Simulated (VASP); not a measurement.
Wanted: the native input for a VASP 6.6.1 run.

| Quantity | Value |
| --- | --- |
| Task | single point |
| Functional | revPBE |
| Potentials or basis | VASP PAW PBE potentials, release 64 (Pd) |
| Cutoff | 520 eV |
| k mesh | 12 × 12 × 12 |
| Occupations | fermi-dirac, width 0.05 eV |
| Spin | no spin polarisation |
| Dipole correction | no |
| Further INCAR settings | ALGO = Fast; EDIFF = 1e-07; NBANDS = 11 |

The structure of Pd lies in POSCAR:

```
Pd
1.0
   -1.5793245630      1.5793245630      1.5793245630
    1.5793245630     -1.5793245630      1.5793245630
    1.5793245630      1.5793245630     -1.5793245630
Pd
1
Direct
    0.0000000000      0.0000000000      0.0000000000
```

The input as run:

INCAR

```
PREC = Accurate
ENCUT = 520
EDIFF = 1E-7
ISMEAR = -1
SIGMA = 0.05
LREAL = False
LASPH = True
NELM = 100
ALGO = Fast
ISIF = 2
LWAVE = False
LCHARG = False
GGA = RE
NBANDS = 11
```

KPOINTS

```
Automatic mesh
0
Gamma
  12 12 12
```

Potentials or basis: VASP PAW PBE potentials, release 64 (Pd).

The run is started by

```sh
$ cat potpaw_PBE.64/Pd/POTCAR > POTCAR
$ mpirun -np 1 vasp_std > vasp.out
```

It gave:

- Pressure: -0.2 GPa
- Band gap on the k mesh: zero (band 5 reaches 9.32 eV, above the bottom of band 6 at 7.81 eV)

Caveat: the PAW data sets were made with another functional, which shifts forces and pressure a little.

It took 5.5 s on 1 thread of Intel(R) Xeon(R) 6975P-C (Granite Rapids) (shared host), peak memory 0.13 GiB.
